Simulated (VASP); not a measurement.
Here is a VASP 6.6.1 calculation.

The input INCAR:

```
PREC = Accurate ; ENCUT = 600
EDIFF = 1E-6 ; ISMEAR = 0
SIGMA = 0.1 ; LREAL = F
LASPH = T ; NELM = 120
ALGO = Normal ; ISIF = 2
LWAVE = F ; LCHARG = T
GGA = PE ; LELF = T
LVHAR = T ; NBANDS = 14
GGA_COMPAT = F
```

The input KPOINTS:

```
regular mesh
0
Gamma
  16 16 16
```

The input POSCAR:

```
TaC
1.0
    0.0000000000      2.2377231825      2.2377231825
    2.2377231825      0.0000000000      2.2377231825
    2.2377231825      2.2377231825      0.0000000000
Ta C
1 1
Direct
    0.0000000000      0.0000000000      0.0000000000
    0.5000000000      0.5000000000      0.5000000000
```

Potentials or basis: VASP PAW PBE potentials, release 64 (Ta_pv, C).

The run is started by

```console
$ cat potpaw_PBE.64/Ta_pv/POTCAR potpaw_PBE.64/C/POTCAR > POTCAR
$ mpirun -np 1 vasp_std > vasp.out
```

(1) Estimate the pressure.

Results:

(1) 0.6 GPa.
